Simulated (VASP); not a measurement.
A run of VASP 6.6.1 is set up as follows.

Contents of INCAR:

```
SYSTEM = Te2Mo
ALGO = Normal ; EDIFF = 1E-6
ENCUT = 520 ; GGA = CA
ISIF = 2 ; ISMEAR = 0
LASPH = .True. ; LCHARG = .False.
LREAL = .False. ; LWAVE = .False.
NBANDS = 20 ; NELM = 100
PREC = Accurate ; SIGMA = 0.01
```

The input KPOINTS:

```
k-points
0
Gamma
  6 6 6
  0 0 0
```

POSCAR

```
Te2Mo
1.0
    1.7734078909      1.0238775232      7.1041367320
   -1.7734078909      1.0238775232      7.1041367320
    0.0000000000     -2.0477550464      7.1041367320
Mo Te
1 2
Direct
   -0.0000368534     -0.0000368534     -0.0000368534
    0.4174226658      0.4174226658      0.4174226658
    0.2492808544      0.2492808544      0.2492808544
```

Potentials or basis: VASP PAW LDA potentials, release 64 (Mo_sv, Te).

The run is started by

```sh
$ cat potpaw_LDA.64/Mo_sv/POTCAR potpaw_LDA.64/Te/POTCAR > POTCAR
$ mpirun -np 1 vasp_std > vasp.out
```

(1) Predict the largest force.

(2) Predict the band gap on the k mesh.

(3) What does it give for the pressure?

Results:

(1) 0.227 eV/Å.

(2) 0.86 eV (least direct gap 1.06 eV).

(3) -3.5 GPa.

Caveat: the cell stands under tension; spin-orbit coupling is left out, which moves the levels of the heavy elements.
